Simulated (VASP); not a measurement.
Write the native input for VASP 6.6.1 that does the following.

```
Task                   : electric field gradients
Functional             : LDA
Potentials or basis    : VASP PAW LDA potentials, release 64 (Ti_sv)
Cutoff                 : 520 eV
k mesh                 : 15 × 15 × 15
Occupations            : fermi-dirac, width 0.05 eV
Spin                   : no spin polarisation
Dipole correction      : no
Further INCAR settings : ALGO = Normal; EDIFF = 1e-08; NBANDS = 12
```

The structure of Ti lies in POSCAR:

```
Ti
1.0
    0.0609000000      2.0604500000      2.0604500000
    2.0604500000      0.0609000000      2.0604500000
    2.0604500000      2.0604500000      0.0609000000
Ti
1
Direct
    0.0000000000      0.0000000000      0.0000000000
```

This cell differs from its parent crystal: equal xy, yz and zx shear strains of +3 %.

The input as run:

INCAR

```
PREC = Accurate ; ENCUT = 520
EDIFF = 1E-8 ; ISMEAR = -1
SIGMA = 0.05 ; LREAL = F
LASPH = T ; NELM = 100
ALGO = Normal ; ISIF = 2
LWAVE = F ; LCHARG = F
GGA = CA ; LEFG = T
NBANDS = 12
```

KPOINTS

```
Automatic mesh
0
Gamma
  15 15 15
```

Potentials or basis: VASP PAW LDA potentials, release 64 (Ti_sv).

Command:

```sh
$ cat potpaw_LDA.64/Ti_sv/POTCAR > POTCAR
$ mpirun -np 1 vasp_std > vasp.out
```

Results of the run:

The pressure is -4.9 GPa and the band gap on the k mesh is zero (band 6 reaches 9.11 eV, above the bottom of band 7 at 8.04 eV).

Caveat: the cell differs from its parent crystal (equal xy, yz and zx shear strains of +3 %); without QUAD_EFG the Cq values of the log hold for a quadrupole moment of 1 mb, not for the nuclei.

It took 44 s on 1 thread of AMD EPYC 9R45 96-Core Processor (Zen 5), with other jobs on the host, peak memory 0.15 GiB.
